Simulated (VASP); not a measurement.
# Si (Cmc2_1) in VASP: single point with LDA

Aim: the single point of Si with LDA.

Everything below comes from runs of VASP 6.6.1. Logs are shortened: lines on timing, memory, paths and dates and some standing lists are left out, and cuts for length are marked.

### Step 1. The cell of the first run

It takes space group Cmc2_1 (No. 36, orthorhombic). Conventional cell: a = 3.802 Å, b = 6.585 Å, c = 6.289 Å, α = 90.00°, β = 90.00°, γ = 90.00°. Si (site symmetry m) has 4 Si at 2.33 to 2.36 Å within 3.1 Å. Within 3.1 Å of Si (site symmetry m) lie 4 Si at 2.33 to 2.36 Å.

### Step 2. Single point, LDA (atoms displaced along a vibrational mode)

INCAR reads:

```
SYSTEM = Si
ALGO = Normal
EDIFF = 1E-6
ENCUT = 520
GGA = CA
ISIF = 2
ISMEAR = 0
LASPH = .True.
LCHARG = .False.
LREAL = .False.
LWAVE = .False.
NBANDS = 26
NELM = 80
PREC = Accurate
SIGMA = 0.03
```

KPOINTS reads:

```
k-points
0
Gamma
  10 6 6
  0 0 0
```

POSCAR reads:

```
Si
1.0
   -3.8019755419      0.0000000000      0.0000000000
    0.0000000000      0.0000000000     -6.2891200223
    0.0000000000     -6.5852148077      0.0000000000
Si
8
Direct
    0.5000000000      0.9369667109      0.1780558168
    1.0000000000      0.9369667109      0.6780558168
    1.0000000000      0.4369667109      0.3219441832
    0.5000000000      0.4369667109      0.8219441832
    0.5000000000      0.5630332891      0.1552775166
    1.0000000000      0.5630332891      0.6552775166
    1.0000000000      0.0630332891      0.3447224834
    0.5000000000      0.0630332891      0.8447224834
```

Potentials or basis: VASP PAW LDA potentials, release 64 (Si).

The run is started by

```
cat potpaw_LDA.64/Si/POTCAR > POTCAR
mpirun -np 1 vasp_std > vasp.out
```

OUTCAR:

```text
SYSTEM = Si
   EDIFF = 1E-6
   ENCUT = 520
   GGA = CA
   ISIF = 2
   ISMEAR = 0
   LASPH = .True.
   LREAL = .False.
   NELM = 80
   PREC = Accurate

 ion  position               nearest neighbor table
   1  0.500  0.937  0.178-   7 2.33   7 2.33   8 2.33   5 2.36
   2  0.000  0.937  0.678-   8 2.33   8 2.33   7 2.33   6 2.36
   3  0.000  0.437  0.322-   5 2.33   5 2.33   6 2.33   7 2.36
   4  0.500  0.437  0.822-   6 2.33   6 2.33   5 2.33   8 2.36
   5  0.500  0.563  0.155-   3 2.33   3 2.33   4 2.33   1 2.36
   6  0.000  0.563  0.655-   4 2.33   4 2.33   3 2.33   2 2.36
   7  0.000  0.063  0.345-   1 2.33   1 2.33   2 2.33   3 2.36
   8  0.500  0.063  0.845-   2 2.33   2 2.33   1 2.33   4 2.36

  LATTYP: Found a simple orthorhombic cell.
 ALAT       =     3.8019755419
 B/A-ratio  =     1.6541716150
 C/A-ratio  =     1.7320508076

  Lattice vectors:

 A1 = (  -3.8019755419,   0.0000000000,   0.0000000000)
 A2 = (   0.0000000000,   0.0000000000,  -6.2891200223)
 A3 = (   0.0000000000,  -6.5852148077,   0.0000000000)

Analysis of symmetry for initial positions (statically):
=====================================================================
 Subroutine PRICEL returns following result:

  LATTYP: Found a hexagonal cell.
 ALAT       =     3.8019755419
 C/A-ratio  =     1.6541716150

  Lattice vectors:

 A1 = (  -1.9009877709,  -3.2926074039,   0.0000000000)
 A2 = (  -1.9009877710,   3.2926074038,   0.0000000000)
 A3 = (   0.0000000000,   0.0000000000,  -6.2891200223)

   2 primitive cells build up your supercell.

 Routine SETGRP: Setting up the symmetry group for a
 simple orthorhombic supercell.

 Subroutine GETGRP returns: Found  4 space group operations
 (whereof  2 operations were pure point group operations)
 out of a pool of  8 trial point group operations.

The static configuration has the point symmetry C_1h.
 The point group associated with its full space group is C_2v.

Analysis of symmetry for dynamics (positions and initial velocities):
=====================================================================
 Subroutine PRICEL returns following result:

  LATTYP: Found a hexagonal cell.
 ALAT       =     3.8019755419
 C/A-ratio  =     1.6541716150

  Lattice vectors:

 A1 = (  -1.9009877709,  -3.2926074039,   0.0000000000)
 A2 = (  -1.9009877710,   3.2926074038,   0.0000000000)
 A3 = (   0.0000000000,   0.0000000000,  -6.2891200223)

   2 primitive cells build up your supercell.

 Routine SETGRP: Setting up the symmetry group for a
 simple orthorhombic supercell.

 Subroutine GETGRP returns: Found  4 space group operations
 (whereof  2 operations were pure point group operations)
 out of a pool of  8 trial point group operations.

The dynamic configuration has the point symmetry C_1h.
 The point group associated with its full space group is C_2v.

 Subroutine INISYM returns: Found  4 space group operations
 (whereof  2 operations are pure point group operations),
 and found     2 'primitive' translations

----------------------------------------------------------------------------------------

                                     Primitive cell

  volume of cell :      78.7298

  direct lattice vectors                    reciprocal lattice vectors
    -1.900987771 -3.292607404  0.000000000    -0.263021155 -0.151855335  0.000000000
    -1.900987771  3.292607404  0.000000000    -0.263021155  0.151855335  0.000000000
     0.000000000  0.000000000 -6.289120022     0.000000000  0.000000000 -0.159004757

  length of vectors
     3.801975542  3.801975542  6.289120022     0.303710670  0.303710670  0.159004757

  position of ions in fractional coordinates (direct lattice)
     0.678055817  0.321944183  0.936966711
     0.321944183  0.678055817  0.436966711
     0.655277517  0.344722483  0.563033289
     0.344722483  0.655277517  0.063033289

  ion indices of the primitive-cell ions
   primitive index   ion index
                 1           1
                 2           4
                 3           5
                 4           8

----------------------------------------------------------------------------------------

 KPOINTS: k-points

Automatic generation of k-mesh.
 Grid dimensions read from file:
 generate k-points for:   10    6    6

 Generating k-lattice:

  Cartesian coordinates                     Fractional coordinates (reciprocal lattice)
    -0.026302116  0.000000000  0.000000000     0.100000000  0.000000000  0.000000000
     0.000000000  0.000000000 -0.026500793     0.000000000  0.166666667  0.000000000
     0.000000000 -0.025309222  0.000000000     0.000000000  0.000000000  0.166666667

  Length of vectors
     0.026302116  0.026500793  0.025309222

  Shift w.r.t. Gamma in fractional coordinates (k-lattice)
     0.000000000  0.000000000  0.000000000

 Subroutine IBZKPT returns following result:
 ===========================================

 Found     96 irreducible k-points:

 Following reciprocal coordinates:
            Coordinates               Weight
  0.000000  0.000000  0.000000      1.000000
  0.100000  0.000000  0.000000      2.000000
  0.200000  0.000000  0.000000      2.000000
  0.300000  0.000000  0.000000      2.000000
  0.400000  0.000000  0.000000      2.000000
  0.500000  0.000000  0.000000      1.000000
[... 16 lines left out ...]
  0.400000  0.500000  0.000000      2.000000
  0.500000  0.500000  0.000000      1.000000
 [... further k-points ...]
   k-points           NKPTS =     96   k-points in BZ     NKDIM =     96   number of bands    NBANDS=     26
   number of dos      NEDOS =    301   number of ions     NIONS =      8
   total plane-waves  NPLWV =  67200
   dimension x,y,z NGX =    28 NGY =   48 NGZ =   50
   dimension x,y,z NGXF=    56 NGYF=   96 NGZF=  100
   ions per type =               8
   NGX,Y,Z   is equivalent  to a cutoff of  12.24, 12.69, 12.62 a.u.
   NGXF,Y,Z  is equivalent  to a cutoff of  24.49, 25.38, 25.25 a.u.
 SYSTEM =  Si
   PREC   = accura    normal or accurate (medium, high low for compatibility)
   ISTART =      0    job   : 0-new  1-cont  2-samecut
   ICHARG =      2    charge: 1-file 2-atom 10-const
   ISPIN  =      1    spin polarized calculation?
   LNONCOLLINEAR =      F non collinear calculations
   LSORBIT =      F    spin-orbit coupling
   LASPH  =      T    aspherical Exc in radial PAW
   ENCUT  =  520.0 eV  38.22 Ry    6.18 a.u.   7.07 11.69 12.24*2*pi/ulx,y,z
   NELM   =     80;   NELMIN=  2; NELMDL= -5     # of ELM steps
   EDIFF  = 0.1E-05   stopping-criterion for ELM
   LREAL  =      F    real-space projection
   EDIFFG = 0.1E-04   stopping-criterion for IOM
   NSW    =      0    number of steps for IOM
   IBRION =     -1    ionic relax: 0-MD 1-quasi-New 2-CG
   NFREE  =      0    steps in history (QN), initial steepest desc. (CG)
   ISIF   =      2    stress and relaxation
   ISYM   =      2    0-nonsym 1-usesym 2-fastsym
   POTIM  = 0.5000    time-step for ionic-motion
   TEBEG  =    0.0;   TEEND  =   0.0 temperature during run
   PSTRESS=    0.0 pullay stress
   NELECT =      32.0000    total number of electrons
   NUPDOWN=      -1.0000    fix difference up-down
   EMIN   =  10.00;   EMAX   =-10.00  energy-range for DOS
   EFERMI =   0.00;   METHOD = LEGACY
   ISMEAR =     0;   SIGMA  =   0.03  broadening in eV -4-tet -1-fermi 0-gaus
   EFERMI_NEDOS =   21; number of points for ismear=-14 and -15
   IALGO  =     38    algorithm
   IMIX   =      4    mixing-type and parameters
     AMIX     =   0.40;   BMIX     =  1.00
     AMIX_MAG =   1.60;   BMIX_MAG =  1.00
  volume/ion in A,a.u.               =      19.68       132.82
  Fermi-wavevector in a.u.,A,eV,Ry     =   0.962502  1.818866 12.604582  0.926411
  Thomas-Fermi vector in A             =   2.091967
   LORBIT       =      0    0 simple, 1 ext, 2 COOP (PROOUT), +10 PAW based schemes
   GGA     = CA    functional components
   LHFCALC =     F    Hartree Fock is set to
   AEXX    =    0.0000 exact exchange contribution
   IVDW    =     0    specifies the selected vdW correction
   LEPSILON=     F    determine dielectric tensor
   LRPA    =     F    only Hartree local field effects (RPA)
 non-spin polarized calculation
 Gauss-broadening in eV      SIGMA  =   0.03
  energy-cutoff  :      520.00
  volume of cell :      157.46
 maximum number of plane-waves:      4268
   NGX = 15   NGY = 23   NGZ = 25

 number of electron      32.0000000 magnetization

 Free energy of the ion-electron system (eV)
  ---------------------------------------------------
  ext. energy  EPLUGINS =         0.00000000
  ---------------------------------------------------
  free energy    TOTEN  =       -47.57876981 eV

  energy without entropy =      -47.57876981  energy(sigma->0) =      -47.57876981

 E-fermi :   6.3328     XC(G=0):  -9.6681

 val. band max:        6.1964836451   @ k =   0.0000   0.0000   0.0000
 cond. band min:       6.4803754856   @ k =   0.0000   0.0000   0.0000
 fundamental gap:      0.2838918405
 Fermi energy:         6.3328182821

 k-point     1 :       0.0000    0.0000    0.0000
  band No.  band energies     occupation
      1      -6.1418      2.00000
      2      -3.8944      2.00000
      3      -3.8056      2.00000
      4      -2.3428      2.00000
      5      -1.4638      2.00000
      6      -1.1328      2.00000
[... 18 lines left out ...]
     25       9.7954      0.00000
     26      10.3431      0.00000

 k-point     2 :       0.1000    0.0000    0.0000
  band No.  band energies     occupation
      1      -6.0527      2.00000
      2      -3.8036      2.00000
      3      -3.7150      2.00000
      4      -2.3483      2.00000
      5      -1.3715      2.00000
      6      -1.0815      2.00000
[... 18 lines left out ...]
     25      10.1408      0.00000
[... 608 lines left out ...]
     25      10.3244      0.00000
     26      10.3244      0.00000

 k-point    24 :       0.5000    0.5000    0.0000
  band No.  band energies     occupation
      1      -3.3335      2.00000
      2      -3.3335      2.00000
      3      -3.3335      2.00000
      4      -3.3335      2.00000
      5      -0.5487      2.00000
      6      -0.5487      2.00000
[... 18 lines left out ...]
     25      10.7003      0.00000
     26      10.7003      0.00000

 [... further k-points ...]

------------------------ aborting loop because EDIFF is reached ----------------------------------------

  FORCE on cell =-STRESS in cart. coord.  units (eV):
  Direction    XX          YY          ZZ          XY          YZ          ZX
  --------------------------------------------------------------------------------------
  -------------------------------------------------------------------------------------
  Total        0.0880197     -0.0164875     -0.2608597      0.0000000      0.0000000      0.0000000
  in kB        0.8956149     -0.1677629     -2.6542901      0.0000000      0.0000000      0.0000000
  external PRESSURE =      -0.6421460 kB  Pullay stress =       0.0000000 kB

 VOLUME and BASIS-vectors are now :
 -----------------------------------------------------------------------------
  energy-cutoff  :      520.00
  volume of cell :      157.46
      direct lattice vectors                 reciprocal lattice vectors
    -3.801975542  0.000000000  0.000000000    -0.263021155  0.000000000  0.000000000
     0.000000000  0.000000000 -6.289120022     0.000000000  0.000000000 -0.159004757
     0.000000000 -6.585214808  0.000000000     0.000000000 -0.151855335  0.000000000

 POSITION                                       TOTAL-FORCE (eV/Angst)
 -----------------------------------------------------------------------------------
     -1.90099     -1.17254     -5.89270         0.000000      0.071322      0.033040
      0.00000     -4.46514     -5.89270        -0.000000      0.071322      0.033040
      0.00000     -2.12007     -2.74814        -0.000000     -0.071322      0.033040
     -1.90099     -5.41268     -2.74814        -0.000000     -0.071322      0.033040
     -1.90099     -1.02254     -3.54098        -0.000000     -0.075512     -0.033040
      0.00000     -4.31514     -3.54098         0.000000     -0.075512     -0.033040
      0.00000     -2.27007     -0.39642         0.000000      0.075512     -0.033040
     -1.90099     -5.56268     -0.39642        -0.000000      0.075512     -0.033040
 -----------------------------------------------------------------------------------
    total drift:                                0.000000      0.000000      0.000002

  FREE ENERGIE OF THE ION-ELECTRON SYSTEM (eV)
  ---------------------------------------------------
  free  energy   TOTEN  =       -47.5787698118 eV

  energy  without entropy=      -47.5787698118  energy(sigma->0) =      -47.57876981
```

Run time: 2.5 min. Hardware: 1 thread of AMD EPYC 9R45 (Zen 5), shared host; peak memory 0.34 GiB.

Results:

```
Free energy            : -47.5788 eV
Pressure               : -0.1 GPa
Largest force          : 0.082 eV/Å
Band gap on the k mesh : 0.28 eV
```

Forces on the atoms (eV/Å):
```
Si   0.000  0.071  0.033
Si   0.000  0.071  0.033
Si   0.000 -0.071  0.033
Si   0.000 -0.071  0.033
Si   0.000 -0.076 -0.033
Si   0.000 -0.076 -0.033
Si   0.000  0.076 -0.033
Si   0.000  0.076 -0.033
```

Levels at points of the mesh, in eV from the valence-band top:
```csv
k point,band 14,band 15,band 16,band 17,band 18,band 19
"(0.00, 0.00, 0.00)",-0.34,-0.05,0.00,0.28,1.06,1.98
"(0.50, 0.00, 0.00)",-2.84,-2.67,-2.67,1.19,1.19,3.74
"(0.00, 0.50, 0.00)",-0.93,-0.93,-0.93,0.81,0.81,1.56
"(0.50, 0.50, 0.00)",-2.30,-2.30,-2.30,1.75,1.75,1.75
"(0.00, 0.00, 0.50)",-1.41,-0.88,-0.88,0.95,0.95,2.94
"(0.50, 0.00, 0.50)",-3.07,-1.48,-1.48,0.31,0.31,2.28
"(0.00, 0.50, 0.50)",-1.86,-1.86,-1.86,1.44,1.44,1.44
"(0.50, 0.50, 0.50)",-2.38,-2.38,-2.38,0.80,0.80,0.80
```

Caveat: the cell differs from its parent crystal (atoms displaced along a vibrational mode). A k mesh can miss the band edges.
